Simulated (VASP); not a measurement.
Here is a VASP 6.6.1 calculation.

The input INCAR:

```
PREC = Accurate
ENCUT = 520
EDIFF = 1E-6
ISMEAR = 1
SIGMA = 0.0522
LREAL = F
LASPH = T
NELM = 100
ALGO = Normal
ISIF = 2
LWAVE = F
LCHARG = T
GGA = PS
LELF = T
LVHAR = T
NBANDS = 11
```

Contents of KPOINTS:

```
regular mesh
0
Gamma
  14 14 14
```

Contents of POSCAR:

```
C
1.0
    0.0000000000      2.0982532328      3.3027512099
    1.2114033709      0.0000000000      3.3027512099
    1.2114033709      2.0982532328      0.0000000000
C
2
Direct
    0.1666666667      0.8333333333      0.1666666667
    0.8333333333      0.1666666667      0.8333333333
```

Potentials or basis: VASP PAW PBE potentials, release 64 (C).

Command:

```console
$ cat potpaw_PBE.64/C/POTCAR > POTCAR
$ mpirun -np 1 vasp_std > vasp.out
```

(1) Estimate the largest force.

(2) Predict the pressure.

Results:

(1) 0.036 eV/Å.

(2) 14.7 GPa.

Caveat: the cell stands under pressure; this functional lacks dispersion, which binds the layers, so the pressure and a relaxed spacing across them are unreliable; the PAW data sets were made with another functional, which shifts forces and pressure a little.
